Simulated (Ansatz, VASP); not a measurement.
## Two plane-wave programs on Cd2Se

```
CELL_PARAMETERS angstrom
0.00000 3.44740 3.44740
3.44740 0.00000 3.44740
3.44740 3.44740 0.00000
ATOMIC_POSITIONS crystal
Cd 0.25000 0.25000 0.25000
Cd 0.75000 0.75000 0.75000
Se 0.50000 0.50000 0.50000
```

Alike in both runs: task relaxation of cell and atoms; functional PBE; k mesh 12 × 12 × 12; occupations gaussian, width 0.1 eV; no spin polarisation.

|  | VASP | Ansatz |
| --- | --- | --- |
| version | VASP 6.6.1 | Ansatz 0.2.0 |
| potentials or method | VASP PAW PBE potentials, release 64 (Cd, Se), cutoff 600 eV | scalar-relativistic, plane waves, PAW |
| valence electrons in the cell | 30 | 56 |

|  | VASP | Ansatz | Ansatz less VASP |
| --- | --- | --- | --- |
| gap on the k mesh at the Fermi level, each at its own relaxed structure (eV) | none | none | - |
| relaxed volume (Å³/atom) | 27.70 | 27.58 | -0.120 |
| relaxed cell length with the largest relative difference (Å) | 4.898 | 4.891 | -0.0071 |

A gap of «none» marks a metal or a gap that the smearing closes. VASP's potentials hold 30 valence electrons a cell and Ansatz's 56, so a difference there can come from the potentials and not from the codes.
